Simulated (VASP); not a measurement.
Wanted: the native input for a VASP 6.6.1 run.

- Task: single point
- Functional: PBE
- Potentials or basis: VASP PAW PBE potentials, release 64 (La, N)
- Cutoff: 520 eV
- k mesh: 8 × 8 × 8
- Occupations: gaussian, width 0.1 eV
- Spin: no spin polarisation
- Dipole correction: no
- Further INCAR settings: ALGO = Normal; EDIFF = 1e-06; NBANDS = 30

The structure of La3N2 lies in POSCAR:

```
La3N2
1.0
    4.8751414053      0.0000000000      0.0000000000
    0.0000000000      4.8751414053      0.0000000000
    0.0000000000      0.0000000000      4.8751414053
La N
3 2
Direct
    0.5000000000      0.0000000000      0.0000000000
    0.0000000000      0.5000000000      0.0000000000
    0.0000000000      0.0000000000      0.5000000000
    0.5000000000      0.5000000000      0.5000000000
    0.0000000000      0.0000000000      0.0000000000
```

These files were run (other wordings do the same):

INCAR

```
PREC = Accurate ; ENCUT = 520
EDIFF = 1E-6 ; ISMEAR = 0
SIGMA = 0.1 ; LREAL = False
LASPH = True ; NELM = 100
ALGO = Normal ; ISIF = 2
LWAVE = False ; LCHARG = False
GGA = PE ; NBANDS = 30
```

KPOINTS

```
regular mesh
0
Gamma
  8 8 8
```

Potentials or basis: VASP PAW PBE potentials, release 64 (La, N).

Launch:

```console
$ cat potpaw_PBE.64/La/POTCAR potpaw_PBE.64/N/POTCAR > POTCAR
$ mpirun -np 1 vasp_std > vasp.out
```

It gave:

The pressure is -0.1 GPa.

Wall time 92 s on 1 thread of Intel(R) Xeon(R) Platinum 8559C (Emerald Rapids), with other jobs on the host, peak memory 0.27 GiB.
